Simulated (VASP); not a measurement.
Runs of VASP 6.6.1 on Mg. The structure is that of space group Im-3m (No. 229), or close to it. The cells are those of the table. This isn't the form of Mg at room conditions, which is hcp.

```tsv
task	spin	cell	k mesh	cutoff (eV)	gap on the mesh (eV)	pressure (GPa)
single point	off	a = 3.080 Å, angles 109.5°, 1 atom	12 × 12 × 12	520	none	-0.3
single point	off	a = 3.121 Å, angles 109.5°, 1 atom	14 × 14 × 14	520	none	-1.6
single point	off	a = 3.039 Å, angles 109.5°, 1 atom	14 × 14 × 14	520	none	1.5
single point	non-collinear, zero start, SOC	a = 3.080 Å, angles 109.5°, 1 atom	12 × 12 × 12	520	-	-0.3
single point	off	a = 3.080 Å, angles 109.5°, 1 atom	14 × 14 × 14	520	none	(a)
relaxation of cell and atoms	off	relaxed from a = 3.114 Å, angles 109.5°, 1 atom	12 × 12 × 12	600	none	0.0
single point	off	a = 3.199 Å, angles 109.5°, 1 atom	14 × 14 × 14	520	none	(b)
single point	off	a = 2.996 Å, angles 109.5°, 1 atom	14 × 14 × 14	520	none	3.6
```

Alike in all rows: level r2SCAN; potentials or basis VASP PAW PBE potentials, release 64 (Mg); smearing fermi-dirac 0.1 eV.

Question: Estimate the missing entries.

Answer: (a) -0.2; (b) -3.7.

Caveats: the PAW data sets were made with another functional, which shifts forces and pressure a little; the cell stands under tension (at least some runs); the cell stands under pressure (at least some runs).

A gap of «none» marks levels without a gap at the run's occupations.
